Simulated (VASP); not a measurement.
# HfO2 (Fm-3m) in VASP: notebook, part 2 of 2

VASP 6.6.1.

**4. Single point, LDA**

This run uses another cell than the first one, of 11.38 Å³/atom, 1.041 times its volume.

Contents of INCAR:

```
SYSTEM = HfO2
  PREC = Accurate
  ENCUT = 520
  EDIFF = 1E-6
  ISMEAR = 0
  SIGMA = 0.01
  LREAL = .False.
  LASPH = .True.
  NELM = 100
  ALGO = Normal
  ISIF = 2
  LWAVE = .False.
  LCHARG = .True.
  LELF = .True.
  LVHAR = .True.
  NBANDS = 18
```

Contents of KPOINTS:

```
Automatic mesh
0
Gamma
  6 6 6
  0 0 0
```

Contents of POSCAR:

```
HfO2
1.0
    0.0000000000      2.5744375797      2.5744375797
    2.5744375797      0.0000000000      2.5744375797
    2.5744375797      2.5744375797      0.0000000000
Hf O
1 2
Direct
    0.0000000000      0.0000000000      0.0000000000
    0.2500000000      0.2500000000      0.2500000000
    0.7500000000      0.7500000000      0.7500000000
```

Potentials or basis: VASP PAW LDA potentials, release 64 (Hf_pv, O).

Run with:

```console
> cat potpaw_LDA.64/Hf_pv/POTCAR potpaw_LDA.64/O/POTCAR > POTCAR
> mpirun -np 1 vasp_std > vasp.out
```

OUTCAR:

```text
SYSTEM = HfO2
   PREC = Accurate
   ENCUT = 520
   EDIFF = 1E-6
   ISMEAR = 0
   LREAL = .False.
   LASPH = .True.
   NELM = 100
   ISIF = 2

 ion  position               nearest neighbor table
   1  0.000  0.000  0.000-   2 2.23   3 2.23   3 2.23   3 2.23   3 2.23   2 2.23   2 2.23   2 2.23

   2  0.250  0.250  0.250-   1 2.23   1 2.23   1 2.23   1 2.23
   3  0.750  0.750  0.750-   1 2.23   1 2.23   1 2.23   1 2.23

  LATTYP: Found a face centered cubic cell.
 ALAT       =     5.1488751594

  Lattice vectors:

 A1 = (   0.0000000000,   2.5744375797,   2.5744375797)
 A2 = (   2.5744375797,   0.0000000000,   2.5744375797)
 A3 = (   2.5744375797,   2.5744375797,   0.0000000000)

Analysis of symmetry for initial positions (statically):
=====================================================================
 Subroutine PRICEL returns:
 Original cell was already a primitive cell.

 Routine SETGRP: Setting up the symmetry group for a
 face centered cubic supercell.

 Subroutine GETGRP returns: Found 48 space group operations
 (whereof 48 operations were pure point group operations)
 out of a pool of 48 trial point group operations.

The static configuration has the point symmetry O_h .

Analysis of symmetry for dynamics (positions and initial velocities):
=====================================================================
 Subroutine PRICEL returns:
 Original cell was already a primitive cell.

 Routine SETGRP: Setting up the symmetry group for a
 face centered cubic supercell.

 Subroutine GETGRP returns: Found 48 space group operations
 (whereof 48 operations were pure point group operations)
 out of a pool of 48 trial point group operations.

The dynamic configuration has the point symmetry O_h .

 Subroutine INISYM returns: Found 48 space group operations
 (whereof 48 operations are pure point group operations),
 and found     1 'primitive' translations

----------------------------------------------------------------------------------------

                                     Primitive cell

  volume of cell :      34.1253

  direct lattice vectors                    reciprocal lattice vectors
     0.000000000  2.574437580  2.574437580    -0.194217177  0.194217177  0.194217177
     2.574437580  0.000000000  2.574437580     0.194217177 -0.194217177  0.194217177
     2.574437580  2.574437580  0.000000000     0.194217177  0.194217177 -0.194217177

  length of vectors
     3.640804541  3.640804541  3.640804541     0.336394019  0.336394019  0.336394019

  position of ions in fractional coordinates (direct lattice)
     0.000000000  0.000000000  0.000000000
     0.250000000  0.250000000  0.250000000
     0.750000000  0.750000000  0.750000000

  ion indices of the primitive-cell ions
   primitive index   ion index
                 1           1
                 2           2
                 3           3

----------------------------------------------------------------------------------------

 KPOINTS: Automatic mesh

Automatic generation of k-mesh.
 Grid dimensions read from file:
 generate k-points for:    6    6    6

 Generating k-lattice:

  Cartesian coordinates                     Fractional coordinates (reciprocal lattice)
    -0.032369530  0.032369530  0.032369530     0.166666667  0.000000000  0.000000000
     0.032369530 -0.032369530  0.032369530     0.000000000  0.166666667  0.000000000
     0.032369530  0.032369530 -0.032369530     0.000000000  0.000000000  0.166666667

  Length of vectors
     0.056065670  0.056065670  0.056065670

  Shift w.r.t. Gamma in fractional coordinates (k-lattice)
     0.000000000  0.000000000  0.000000000

 Subroutine IBZKPT returns following result:
 ===========================================

 Found     16 irreducible k-points:

 Following reciprocal coordinates:
            Coordinates               Weight
  0.000000  0.000000  0.000000      1.000000
  0.166667  0.000000  0.000000      8.000000
  0.333333  0.000000  0.000000      8.000000
  0.500000  0.000000  0.000000      4.000000
  0.166667  0.166667  0.000000      6.000000
  0.333333  0.166667  0.000000     24.000000
[... 8 lines left out ...]
 -0.333333  0.333333  0.166667     24.000000
 -0.333333  0.500000  0.166667     12.000000
   k-points           NKPTS =     16   k-points in BZ     NKDIM =     16   number of bands    NBANDS=     18
   number of dos      NEDOS =    301   number of ions     NIONS =      3
   total plane-waves  NPLWV =  21952
   dimension x,y,z NGX =    28 NGY =   28 NGZ =   28
   dimension x,y,z NGXF=    56 NGYF=   56 NGZF=   56
   ions per type =               1   2
   NGX,Y,Z   is equivalent  to a cutoff of  12.79, 12.79, 12.79 a.u.
   NGXF,Y,Z  is equivalent  to a cutoff of  25.57, 25.57, 25.57 a.u.
 SYSTEM =  HfO2
   PREC   = accura    normal or accurate (medium, high low for compatibility)
   ISTART =      0    job   : 0-new  1-cont  2-samecut
   ICHARG =      2    charge: 1-file 2-atom 10-const
   ISPIN  =      1    spin polarized calculation?
   LNONCOLLINEAR =      F non collinear calculations
   LSORBIT =      F    spin-orbit coupling
   LASPH  =      T    aspherical Exc in radial PAW
   ENCUT  =  520.0 eV  38.22 Ry    6.18 a.u.   6.77  6.77  6.77*2*pi/ulx,y,z
   NELM   =    100;   NELMIN=  2; NELMDL= -5     # of ELM steps
   EDIFF  = 0.1E-05   stopping-criterion for ELM
   LREAL  =      F    real-space projection
   EDIFFG = 0.1E-04   stopping-criterion for IOM
   NSW    =      0    number of steps for IOM
   IBRION =     -1    ionic relax: 0-MD 1-quasi-New 2-CG
   NFREE  =      0    steps in history (QN), initial steepest desc. (CG)
   ISIF   =      2    stress and relaxation
   ISYM   =      2    0-nonsym 1-usesym 2-fastsym
   POTIM  = 0.5000    time-step for ionic-motion
   TEBEG  =    0.0;   TEEND  =   0.0 temperature during run
   PSTRESS=    0.0 pullay stress
   NELECT =      22.0000    total number of electrons
   NUPDOWN=      -1.0000    fix difference up-down
   EMIN   =  10.00;   EMAX   =-10.00  energy-range for DOS
   EFERMI =   0.00;   METHOD = LEGACY
   ISMEAR =     0;   SIGMA  =   0.01  broadening in eV -4-tet -1-fermi 0-gaus
   EFERMI_NEDOS =   21; number of points for ismear=-14 and -15
   IALGO  =     38    algorithm
   IMIX   =      4    mixing-type and parameters
     AMIX     =   0.40;   BMIX     =  1.00
     AMIX_MAG =   1.60;   BMIX_MAG =  1.00
  volume/ion in A,a.u.               =      11.38        76.76
  Fermi-wavevector in a.u.,A,eV,Ry     =   1.414241  2.672528 27.212700  2.000077
  Thomas-Fermi vector in A             =   2.535803
   LORBIT       =      0    0 simple, 1 ext, 2 COOP (PROOUT), +10 PAW based schemes
   GGA     = CA    functional components
   LHFCALC =     F    Hartree Fock is set to
   AEXX    =    0.0000 exact exchange contribution
   IVDW    =     0    specifies the selected vdW correction
   LEPSILON=     F    determine dielectric tensor
   LRPA    =     F    only Hartree local field effects (RPA)
 non-spin polarized calculation
 Gauss-broadening in eV      SIGMA  =   0.01
  energy-cutoff  :      520.00
  volume of cell :       34.13
 maximum number of plane-waves:       941
   NGX = 13   NGY = 13   NGZ = 13

 number of electron      21.9999995 magnetization

 Free energy of the ion-electron system (eV)
  ---------------------------------------------------
  ext. energy  EPLUGINS =         0.00000000
  ---------------------------------------------------
  free energy    TOTEN  =       -32.82262801 eV

  energy without entropy =      -32.82262801  energy(sigma->0) =      -32.82262801

 E-fermi :   3.8093     XC(G=0): -12.0726

 val. band max:        3.6546791537   @ k =   0.5000   0.5000   0.0000
 cond. band min:       7.1265268736   @ k =   0.5000   0.5000   0.0000
 fundamental gap:      3.4718477199
 Fermi energy:         3.8092858511

 k-point     1 :       0.0000    0.0000    0.0000
  band No.  band energies     occupation
      1     -26.0463      2.00000
      2     -26.0463      2.00000
      3     -26.0463      2.00000
      4     -14.5320      2.00000
      5     -11.6039      2.00000
      6      -1.4732      2.00000
[... 10 lines left out ...]
     17      13.4504      0.00000
     18      15.9833      0.00000
[... 295 lines left out ...]
 k-point    16 :      -0.3333    0.5000    0.1667
  band No.  band energies     occupation
      1     -26.3578      2.00000
      2     -26.2210      2.00000
      3     -26.1522      2.00000
      4     -12.7437      2.00000
      5     -12.5939      2.00000
      6      -2.0450      2.00000
[... 10 lines left out ...]
     17      15.9414      0.00000
     18      16.1601      0.00000

------------------------ aborting loop because EDIFF is reached ----------------------------------------

  FORCE on cell =-STRESS in cart. coord.  units (eV):
  Direction    XX          YY          ZZ          XY          YZ          ZX
  --------------------------------------------------------------------------------------
  -------------------------------------------------------------------------------------
  Total       -4.9298189     -4.9298189     -4.9298189     -0.0000000      0.0000000      0.0000000
  in kB     -231.4538755   -231.4538755   -231.4538755     -0.0000000      0.0000000      0.0000000
  external PRESSURE =    -231.4538755 kB  Pullay stress =       0.0000000 kB

 VOLUME and BASIS-vectors are now :
 -----------------------------------------------------------------------------
  energy-cutoff  :      520.00
  volume of cell :       34.13
      direct lattice vectors                 reciprocal lattice vectors
     0.000000000  2.574437580  2.574437580    -0.194217177  0.194217177  0.194217177
     2.574437580  0.000000000  2.574437580     0.194217177 -0.194217177  0.194217177
     2.574437580  2.574437580  0.000000000     0.194217177  0.194217177 -0.194217177

 POSITION                                       TOTAL-FORCE (eV/Angst)
 -----------------------------------------------------------------------------------
      0.00000      0.00000      0.00000        -0.000000     -0.000000     -0.000000
      1.28722      1.28722      1.28722         0.000000      0.000000      0.000000
      3.86166      3.86166      3.86166        -0.000000     -0.000000     -0.000000
 -----------------------------------------------------------------------------------
    total drift:                                0.000000      0.000000      0.000000

  FREE ENERGIE OF THE ION-ELECTRON SYSTEM (eV)
  ---------------------------------------------------
  free  energy   TOTEN  =       -32.8226280093 eV

  energy  without entropy=      -32.8226280093  energy(sigma->0) =      -32.82262801
```

stdout:

```text
POSCAR found type information on POSCAR HfO
 POSCAR found :  2 types and       3 ions
 scaLAPACK will be used
 LDA part: xc-table for (Slater(with rela. corr.)+CA(PZ))
 , standard interpolation
 POSCAR, INCAR and KPOINTS ok, starting setup
 FFT: planning ... GRIDC
 FFT: planning ... GRID_SOFT
 FFT: planning ... GRID
 WAVECAR not read
 entering main loop
```

It took 7.6 s on 1 thread of Intel Xeon Platinum 8488C (Sapphire Rapids), shared host; peak memory 0.14 GiB.

Results:

| Quantity | Value |
| --- | --- |
| Free energy | -32.8226 eV |
| Pressure | -23.1 GPa |
| Band gap on the k mesh | 3.47 eV, direct |

Caveat: spin-orbit coupling is left out, which moves the levels of the heavy elements.

**5. The runs side by side**

```tsv
cell	gap on the mesh (eV)	pressure (GPa)
a = 3.593 Å, angles 60.0°, 3 atoms	3.58	-15.0
a = 3.617 Å, angles 60.0°, 3 atoms	3.52	-19.3
a = 3.641 Å, angles 60.0°, 3 atoms	3.47	-23.1
```

Alike in all rows: task single point; level LDA; potentials or basis VASP PAW LDA potentials, release 64 (Hf_pv, O); no spin polarisation; k mesh 6 × 6 × 6; cutoff (eV) 520; smearing gaussian 0.01 eV.

Caveats: spin-orbit coupling is left out, which moves the levels of the heavy elements.

Absolute energies hang on the potentials; compare differences alone.
